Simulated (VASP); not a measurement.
Runs of VASP 6.6.1 on Lu. The structure is that of space group Fm-3m (No. 225), or close to it. The cells are those of the table. This isn't the form of Lu at room conditions, which is hcp.

```tsv
cell	gap on the mesh (eV)	pressure (GPa)
a = 2.820 Å, angles 60.0°, 1 atom	none	60.5
a = 2.914 Å, angles 60.0°, 1 atom	none	(a)
a = 3.465 Å, angles 60.0°, 1 atom	none	-5.0
a = 3.049 Å, angles 60.0°, 1 atom	none	(b)
a = 3.321 Å, angles 60.0°, 1 atom	none	-0.1
```

Alike in all rows: task single point; level PBEsol+D3(BJ); potentials or basis VASP PAW PBE potentials, release 64 (Lu); no spin polarisation; k mesh 6 × 6 × 6; cutoff (eV) 600; smearing fermi-dirac 0.05 eV.

Task: Fill in the values left out.

Result: (a) 40.3; (b) 20.3.

Caveats: all runs use coarse meshes; three body term missing; the PAW data sets were made with another functional, which shifts forces and pressure a little; spin-orbit coupling is left out, which moves the levels of the heavy elements.

A k mesh can miss the band edges, and the runs leave out spin-orbit coupling on Lu.

A gap of «none» marks levels without a gap at the run's occupations.
